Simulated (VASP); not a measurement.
Set up this calculation in VASP 6.6.1, as the native input.

| Property | Result |
| --- | --- |
| Task | single point |
| Functional | PBE |
| Potentials or basis | VASP PAW PBE potentials, release 64 (Na_pv) |
| Cutoff | 520 eV |
| k mesh | 15 × 15 × 8 |
| Occupations | gaussian, width 0.15 eV |
| Spin | no spin polarisation |
| Dipole correction | no |
| Further INCAR settings | ALGO = Fast; EDIFF = 1e-07; NBANDS = 14 |

The structure of Na lies in POSCAR:

```
Na
1.0
    3.7449956804      0.0000000000      0.0000000000
   -1.8724978402      3.2432613963      0.0000000000
    0.0000000000      0.0000000000      6.1030356778
Na
2
Direct
    0.1464172299      0.6666666667      0.2500000000
    0.8535827701      0.3333333333      0.7500000000
```

This cell differs from its parent crystal: mode 4 frozen in at -0.700 Å and mode 6 at +0.000 Å (largest displacements).

The input as run:

INCAR

```
SYSTEM = Na
ALGO     = Fast           ! electronic algorithm
EDIFF    = 1E-7           ! SCF threshold, eV
ENCUT    = 520            ! plane-wave cutoff, eV
GGA      = PE             ! functional
ISIF     = 2              ! what is computed and relaxed
ISMEAR   = 0              ! smearing method
LASPH    = .True.         ! aspherical terms in the spheres
LCHARG   = .True.         ! write CHGCAR
LELF     = .True.         ! ELF
LREAL    = .False.        ! projectors in reciprocal space
LVHAR    = .True.       
LWAVE    = .False.        ! write WAVECAR
NBANDS   = 14             ! bands
NELM     = 100            ! most SCF steps
PREC     = Accurate       ! precision mode
SIGMA    = 0.15           ! smearing width, eV
```

KPOINTS

```
k-points
0
Gamma
  15 15 8
  0 0 0
```

Potentials or basis: VASP PAW PBE potentials, release 64 (Na_pv).

Run with:

```console
$ cat potpaw_PBE.64/Na_pv/POTCAR > POTCAR
$ mpirun -np 1 vasp_std > vasp.out
```

Results of the run:

The pressure is 0.2 GPa. The largest force is 0.149 eV/Å and the band gap on the k mesh is zero (band 7 reaches 2.46 eV, above the bottom of band 8 at -1.91 eV).

Caveat: the cell differs from its parent crystal (mode 4 frozen in at -0.700 Å and mode 6 at +0.000 Å (largest displacements)).

It took 3 min on 1 thread of Intel(R) Xeon(R) 6975P-C (Granite Rapids), with other jobs on the host, peak memory 0.51 GiB.
